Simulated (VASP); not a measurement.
Here is a VASP 6.6.1 calculation.

INCAR

```
PREC = Accurate
ENCUT = 520
EDIFF = 1E-6
ISMEAR = 0
SIGMA = 0.15
LREAL = False
LASPH = True
NELM = 60
ALGO = Fast
ISIF = 2
LWAVE = False
LCHARG = False
GGA = PE
NBANDS = 8
```

The input KPOINTS:

```
Automatic mesh
0
Gamma
  20 20 20
```

File POSCAR:

```
Al
1.0
   -0.1011990000      2.0239800000      2.0239800000
    2.0239800000     -0.1011990000      2.0239800000
    1.9227810000      1.9227810000      0.0000000000
Al
1
Direct
    0.0000000000      0.0000000000      0.0000000000
```

Potentials or basis: VASP PAW PBE potentials, release 64 (Al).

The run is started by

```bash
$ cat potpaw_PBE.64/Al/POTCAR > POTCAR
$ mpirun -np 1 vasp_std > vasp.out
```

Estimate the pressure.

0.5 GPa.

Predict the band gap on the k mesh.

zero (an odd number of electrons rules out a gap without spin polarisation).

Stress tensor (GPa, compression positive):
```
 1.02  3.56  0.00
 3.56  1.02  0.00
 0.00  0.00 -0.47
```

Caveat: the cell differs from its parent crystal (strain -0.1000 x Voigt [0, 0, 0, 0, 0, 1]).
